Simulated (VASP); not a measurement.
SnO:

```
Sn O
1.0
     0.00000    2.53697    2.53697
     2.53697    0.00000    2.53697
     2.53697    2.53697    0.00000
Sn O
1 1
Direct
  0.00000 0.00000 0.00000
  0.50000 0.50000 0.50000
```

Base run:

* Program: VASP 6.6.1
* Functional: PBE
* Potentials or basis: VASP PAW PBE potentials, release 64 (Sn_d, O)
* Cutoff: 520 eV
* k mesh: 8 × 8 × 8
* Occupations: fermi-dirac, width 0.02 eV
* Spin: no spin polarisation

Its results: band gap on the k mesh 0.89 eV, indirect (least direct gap 0.95 eV); pressure 2.3 GPa.

Problem. The run is repeated on the same cell with these changes: functional from PBE to r2SCAN. What comes out?

Solution. Band gap on the k mesh 1.00 eV, direct; pressure 0.2 GPa.

r2SCAN gives the wider gap, since meta-GGAs in the generalised Kohn-Sham scheme recover part of the derivative discontinuity.

Caveats: spin-orbit coupling is left out, which moves the levels of the heavy elements; the PAW data sets were made with another functional, which shifts forces and pressure a little (some runs).

A k mesh can miss the band edges.
